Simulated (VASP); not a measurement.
# Co (Im-3m) in VASP: single point with LDA

Aim: the single point of Co with LDA.

Everything below comes from runs of VASP 6.6.1. Logs are shortened: lines on timing, memory, paths and dates and some standing lists are left out, and cuts for length are marked.

## (1) The cell of the first run

It takes space group Im-3m (No. 229, cubic). Conventional cell: a = 2.701 Å, b = 2.701 Å, c = 2.701 Å, α = 90.00°, β = 90.00°, γ = 90.00°. Co (site symmetry m-3m) has 14 Co at 2.34 to 2.70 Å within 3.1 Å.

## (2) Single point, LDA

File INCAR:

```
PREC = Accurate
ENCUT = 520
EDIFF = 1E-6
ISMEAR = -1
SIGMA = 0.13605693000000002
LREAL = False
LASPH = True
NELM = 60
ALGO = Normal
ISIF = 2
LWAVE = False
LCHARG = False
GGA = CA
NBANDS = 10
```

File KPOINTS:

```
Automatic mesh
0
Gamma
  17 17 17
```

File POSCAR:

```
Co
1.0
   -1.3505713174      1.3505713174      1.3505713174
    1.3505713174     -1.3505713174      1.3505713174
    1.3505713174      1.3505713174     -1.3505713174
Co
1
Direct
    0.0000000000      0.0000000000      0.0000000000
```

Potentials or basis: VASP PAW LDA potentials, release 64 (Co).

Run with:

```console
$ cat potpaw_LDA.64/Co/POTCAR > POTCAR
$ mpirun -np 1 vasp_std > vasp.out
```

OUTCAR:

```text
PREC = Accurate
   ENCUT = 520
   EDIFF = 1E-6
   ISMEAR = -1
   LREAL = False
   LASPH = True
   NELM = 60
   ISIF = 2
   GGA = CA

 ion  position               nearest neighbor table
   1  0.000  0.000  0.000-

  LATTYP: Found a body centered cubic cell.
 ALAT       =     2.7011426348

  Lattice vectors:

 A1 = (  -1.3505713174,   1.3505713174,   1.3505713174)
 A2 = (   1.3505713174,  -1.3505713174,   1.3505713174)
 A3 = (   1.3505713174,   1.3505713174,  -1.3505713174)

Analysis of symmetry for initial positions (statically):
=====================================================================
 Subroutine PRICEL returns:
 Original cell was already a primitive cell.

 Routine SETGRP: Setting up the symmetry group for a
 body centered cubic supercell.

 Subroutine GETGRP returns: Found 48 space group operations
 (whereof 48 operations were pure point group operations)
 out of a pool of 48 trial point group operations.

The static configuration has the point symmetry O_h .

Analysis of symmetry for dynamics (positions and initial velocities):
=====================================================================
 Subroutine PRICEL returns:
 Original cell was already a primitive cell.

 Routine SETGRP: Setting up the symmetry group for a
 body centered cubic supercell.

 Subroutine GETGRP returns: Found 48 space group operations
 (whereof 48 operations were pure point group operations)
 out of a pool of 48 trial point group operations.

The dynamic configuration has the point symmetry O_h .

 Subroutine INISYM returns: Found 48 space group operations
 (whereof 48 operations are pure point group operations),
 and found     1 'primitive' translations

----------------------------------------------------------------------------------------

                                     Primitive cell

  volume of cell :       9.8540

  direct lattice vectors                    reciprocal lattice vectors
    -1.350571317  1.350571317  1.350571317     0.000000000  0.370213697  0.370213697
     1.350571317 -1.350571317  1.350571317     0.370213697  0.000000000  0.370213697
     1.350571317  1.350571317 -1.350571317     0.370213697  0.370213697  0.000000000

  length of vectors
     2.339258141  2.339258141  2.339258141     0.523561231  0.523561231  0.523561231

  position of ions in fractional coordinates (direct lattice)
     0.000000000  0.000000000  0.000000000

  ion indices of the primitive-cell ions
   primitive index   ion index
                 1           1

----------------------------------------------------------------------------------------

 KPOINTS: Automatic mesh

Automatic generation of k-mesh.
 Grid dimensions read from file:
 generate k-points for:   17   17   17

 Generating k-lattice:

  Cartesian coordinates                     Fractional coordinates (reciprocal lattice)
     0.000000000  0.021777276  0.021777276     0.058823529  0.000000000  0.000000000
     0.021777276  0.000000000  0.021777276     0.000000000  0.058823529  0.000000000
     0.021777276  0.021777276  0.000000000     0.000000000  0.000000000  0.058823529

  Length of vectors
     0.030797719  0.030797719  0.030797719

  Shift w.r.t. Gamma in fractional coordinates (k-lattice)
     0.000000000  0.000000000  0.000000000

 Subroutine IBZKPT returns following result:
 ===========================================

 Found    165 irreducible k-points:

 Following reciprocal coordinates:
            Coordinates               Weight
  0.000000  0.000000  0.000000      1.000000
  0.058824  0.000000  0.000000     12.000000
  0.117647  0.000000  0.000000     12.000000
  0.176471  0.000000  0.000000     12.000000
  0.235294  0.000000  0.000000     12.000000
  0.294118  0.000000  0.000000     12.000000
[... 16 lines left out ...]
  0.411765  0.117647  0.000000     48.000000
  0.176471  0.176471  0.000000     24.000000
 [... further k-points ...]
   k-points           NKPTS =    165   k-points in BZ     NKDIM =    165   number of bands    NBANDS=     10
   number of dos      NEDOS =    301   number of ions     NIONS =      1
   total plane-waves  NPLWV =   5832
   dimension x,y,z NGX =    18 NGY =   18 NGZ =   18
   dimension x,y,z NGXF=    36 NGYF=   36 NGZF=   36
   ions per type =               1
   NGX,Y,Z   is equivalent  to a cutoff of  12.79, 12.79, 12.79 a.u.
   NGXF,Y,Z  is equivalent  to a cutoff of  25.58, 25.58, 25.58 a.u.
 SYSTEM =  unknown system
   PREC   = accura    normal or accurate (medium, high low for compatibility)
   ISTART =      0    job   : 0-new  1-cont  2-samecut
   ICHARG =      2    charge: 1-file 2-atom 10-const
   ISPIN  =      1    spin polarized calculation?
   LNONCOLLINEAR =      F non collinear calculations
   LSORBIT =      F    spin-orbit coupling
   LASPH  =      T    aspherical Exc in radial PAW
   ENCUT  =  520.0 eV  38.22 Ry    6.18 a.u.   4.35  4.35  4.35*2*pi/ulx,y,z
   NELM   =     60;   NELMIN=  2; NELMDL= -5     # of ELM steps
   EDIFF  = 0.1E-05   stopping-criterion for ELM
   LREAL  =      F    real-space projection
   EDIFFG = 0.1E-04   stopping-criterion for IOM
   NSW    =      0    number of steps for IOM
   IBRION =     -1    ionic relax: 0-MD 1-quasi-New 2-CG
   NFREE  =      0    steps in history (QN), initial steepest desc. (CG)
   ISIF   =      2    stress and relaxation
   ISYM   =      2    0-nonsym 1-usesym 2-fastsym
   POTIM  = 0.5000    time-step for ionic-motion
   TEBEG  =    0.0;   TEEND  =   0.0 temperature during run
   PSTRESS=    0.0 pullay stress
   NELECT =       9.0000    total number of electrons
   NUPDOWN=      -1.0000    fix difference up-down
   EMIN   =  10.00;   EMAX   =-10.00  energy-range for DOS
   EFERMI =   0.00;   METHOD = LEGACY
   ISMEAR =    -1;   SIGMA  =   0.14  broadening in eV -4-tet -1-fermi 0-gaus
   EFERMI_NEDOS =   21; number of points for ismear=-14 and -15
   IALGO  =     38    algorithm
   IMIX   =      4    mixing-type and parameters
     AMIX     =   0.40;   BMIX     =  1.00
     AMIX_MAG =   1.60;   BMIX_MAG =  1.00
  volume/ion in A,a.u.               =       9.85        66.50
  Fermi-wavevector in a.u.,A,eV,Ry     =   1.588369  3.001583 34.326370  2.522917
  Thomas-Fermi vector in A             =   2.687383
   LORBIT       =      0    0 simple, 1 ext, 2 COOP (PROOUT), +10 PAW based schemes
   GGA     = CA    functional components
   LHFCALC =     F    Hartree Fock is set to
   AEXX    =    0.0000 exact exchange contribution
   IVDW    =     0    specifies the selected vdW correction
   LEPSILON=     F    determine dielectric tensor
   LRPA    =     F    only Hartree local field effects (RPA)
 non-spin polarized calculation
  energy-cutoff  :      520.00
  volume of cell :        9.85
 maximum number of plane-waves:       273
 NGX is ok and might be reduce to    18
   NGX =  9   NGY =  9   NGZ =  9

 number of electron       8.9999993 magnetization

 Free energy of the ion-electron system (eV)
  ---------------------------------------------------
  ext. energy  EPLUGINS =         0.00000000
  ---------------------------------------------------
  free energy    TOTEN  =        -7.88908274 eV

  energy without entropy =       -7.71297599  energy(sigma->0) =       -7.80102936

 E-fermi :  11.3154     XC(G=0): -14.3235

 val. band max:       11.3153325784   @ k =  -0.1765   0.1765   0.1176
 cond. band min:      11.3236443617   @ k =   0.2353   0.2353   0.0000
 fundamental gap:      0.0083117833
 Fermi energy:        11.3153979608

 k-point     1 :       0.0000    0.0000    0.0000
  band No.  band energies     occupation
      1       1.9649      2.00000
      2       9.2549      2.00000
      3       9.2549      2.00000
      4       9.2549      2.00000
      5      10.9919      1.83020
      6      10.9919      1.83020
      7      38.0847      0.00000
      8      38.0847      0.00000
      9      38.0847      0.00000
     10      44.2953      0.00000

 k-point     2 :       0.0588    0.0000    0.0000
  band No.  band energies     occupation
      1       2.1222      2.00000
      2       9.2093      2.00000
      3       9.2502      2.00000
      4       9.3414      2.00000
      5      10.9441      1.87739
      6      10.9954      1.82613
      7      37.1824      0.00000
      8      37.9020      0.00000
      9      38.0199      0.00000
     10      43.5544      0.00000

 k-point     3 :       0.1176    0.0000    0.0000
  band No.  band energies     occupation
      1       2.5841      2.00000
      2       9.0802      2.00000
      3       9.2236      2.00000
      4       9.5937      1.99999
      5      10.8322      1.94423
      6      11.0071      1.81203
      7      35.0249      0.00000
      8      37.2041      0.00000
      9      37.8553      0.00000
     10      42.4536      0.00000

 k-point     4 :       0.1765    0.0000    0.0000
  band No.  band energies     occupation
      1       3.3151      2.00000
      2       8.8884      2.00000
      3       9.1540      2.00000
      4       9.9906      1.99988
      5      10.7332      1.97268
      6      11.0292      1.78243
      7      32.2891      0.00000
      8      35.9881      0.00000
      9      37.6517      0.00000
     10      40.2645      0.00000
[... 222 lines left out ...]
 k-point    22 :       0.3529    0.1176    0.0000
  band No.  band energies     occupation
      1       6.4785      2.00000
      2       8.1295      2.00000
      3       9.6188      1.99999
      4      10.8710      1.92653
      5      11.3931      0.72213
      6      13.1254      0.00000
      7      21.5623      0.00000
      8      28.9616      0.00000
      9      32.8694      0.00000
     10      38.6545      0.00000

 k-point    23 :       0.4118    0.1176    0.0000
  band No.  band energies     occupation
      1       6.5295      2.00000
      2       8.0625      2.00000
      3       9.9966      1.99988
      4      10.9106      1.90290
      5      11.5300      0.34236
      6      13.8771      0.00000
      7      19.9557      0.00000
      8      28.6229      0.00000
      9      32.4290      0.00000
     10      38.6239      0.00000

 k-point    24 :       0.1765    0.1765    0.0000
  band No.  band energies     occupation
      1       5.5148      2.00000
      2       8.5196      2.00000
      3       8.6321      2.00000
      4      10.5953      1.98999
      5      11.1933      1.42077
      6      11.5985      0.22199
      7      28.0403      0.00000
      8      29.0940      0.00000
      9      34.9943      0.00000
     10      39.1348      0.00000

 [... further k-points ...]
[... 5 lines left out ...]
  --------------------------------------------------------------------------------------
  -------------------------------------------------------------------------------------
  Total       -0.0558887     -0.0558887     -0.0558887      0.0000000      0.0000000     -0.0000000
  in kB       -9.0870358     -9.0870358     -9.0870358      0.0000000      0.0000000     -0.0000000
  external PRESSURE =      -9.0870358 kB  Pullay stress =       0.0000000 kB

 VOLUME and BASIS-vectors are now :
 -----------------------------------------------------------------------------
  energy-cutoff  :      520.00
  volume of cell :        9.85
      direct lattice vectors                 reciprocal lattice vectors
    -1.350571317  1.350571317  1.350571317     0.000000000  0.370213697  0.370213697
     1.350571317 -1.350571317  1.350571317     0.370213697  0.000000000  0.370213697
     1.350571317  1.350571317 -1.350571317     0.370213697  0.370213697  0.000000000

 POSITION                                       TOTAL-FORCE (eV/Angst)
 -----------------------------------------------------------------------------------
      0.00000      0.00000      0.00000        -0.000000      0.000000     -0.000000
 -----------------------------------------------------------------------------------
    total drift:                                0.000000      0.000000      0.000000

  FREE ENERGIE OF THE ION-ELECTRON SYSTEM (eV)
  ---------------------------------------------------
  free  energy   TOTEN  =        -7.8890827421 eV

  energy  without entropy=       -7.7129759857  energy(sigma->0) =       -7.80102936
```

Run time: 18 s. Hardware: 1 thread of Intel Xeon 8259CL, shared host; peak memory 0.13 GiB.

What came out:

```
Free energy : -7.8891 eV
Pressure    : -0.9 GPa
```

Levels at points of the mesh, in eV from the Fermi level:
| k point | band 2 | band 3 | band 4 | band 5 | band 6 | band 7 | band 8 | band 9 |
| --- | --- | --- | --- | --- | --- | --- | --- | --- |
| (0.00, 0.00, 0.00) | -2.06 | -2.06 | -2.06 | -0.32 | -0.32 | 26.77 | 26.77 | 26.77 |

Caveat: the run has no spin polarisation, though such a crystal can be magnetic. Spin polarisation is off, so any magnetic state and its effect on volume and gap are missing.
